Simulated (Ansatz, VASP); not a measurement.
Ag3SnSe: VASP beside Ansatz

File INCAR:

```
ALGO = Normal
EDIFF = 1E-6
ENCUT = 520
GGA = PE
ISIF = 2
ISMEAR = 0
ISPIN = 2
LASPH = T
LCHARG = F
LMAXMIX = 4
LORBIT = 11
LREAL = F
LWAVE = F
MAGMOM = 1 1 1 0 0
NBANDS = 38
NELM = 150
PREC = Accurate
SIGMA = 0.1
```

File KPOINTS:

```
k-points
0
Gamma
  4 4 4
```

Contents of POSCAR:

```
Ag3SnSe
1.0
    5.2276194232      0.0000000000      0.0000000000
    0.0000000000      5.2276194232      0.0000000000
    0.0000000000      0.0000000000      5.2276194232
Ag Sn Se
3 1 1
Direct
    0.5000000000      0.0000000000      0.0000000000
    0.0000000000      0.5000000000      0.0000000000
    0.0000000000      0.0000000000      0.5000000000
    0.0000000000      0.0000000000      0.0000000000
    0.5000000000      0.5000000000      0.5000000000
```

Input for Ansatz:

```yaml
crystal:
  lattice:
    - [5.2276194232, 0.0, 0.0]
    - [0.0, 5.2276194232, 0.0]
    - [0.0, 0.0, 5.2276194232]
  atoms:
    - { symbol: Ag, position: [0.5, 0.0, 0.0], spin: 1.0 }
    - { symbol: Ag, position: [0.0, 0.5, 0.0], spin: 1.0 }
    - { symbol: Ag, position: [0.0, 0.0, 0.5], spin: 1.0 }
    - { symbol: Sn, position: [0.0, 0.0, 0.0] }
    - { symbol: Se, position: [0.5, 0.5, 0.5] }
basis:
  ecutwfc: 420
kpoints:
  mp_grid: { grid: [4, 4, 4] }
hamiltonian:
  xc: pbe
scf:
  occupations: { method: gaussian, width: 0.1 }
  lower_state_search: "off"
output:
  forces: true
  stress: true
  eigenvalues: true
  populations: true
magnetization:
  spin_polarized: true
```

Alike in both runs: task single point; functional PBE; k mesh 4 × 4 × 4; occupations gaussian, width 0.1 eV; collinear spin.

```csv
,VASP,Ansatz
version,VASP 6.6.1,Ansatz 0.2.0
potentials or method,"VASP PAW PBE potentials, release 64 (Ag, Sn_d, Se), cutoff 520 eV","scalar-relativistic, plane waves, PAW"
valence electrons in the cell,53,87
```

VASP gave:

```
gap on the k mesh at the Fermi level (eV)                     : none
pressure (GPa)                                                : 0.0
net moment per atom (μB)                                      : 0.12
size of the moment on the site where the two differ most (μB) : 0.22
```

Q: Which values does Ansatz return?

A: gap on the k mesh at the Fermi level (eV): none; pressure (GPa): -0.1; net moment per atom (μB): 0.12; size of the moment on the site where the two differ most (μB): 0.32.

Site moments also hang on the region over which each program counts them. A gap of «none» marks a metal or a gap that the smearing closes. VASP's potentials hold 53 valence electrons a cell and Ansatz's 87, so a difference there can come from the potentials and not from the codes.
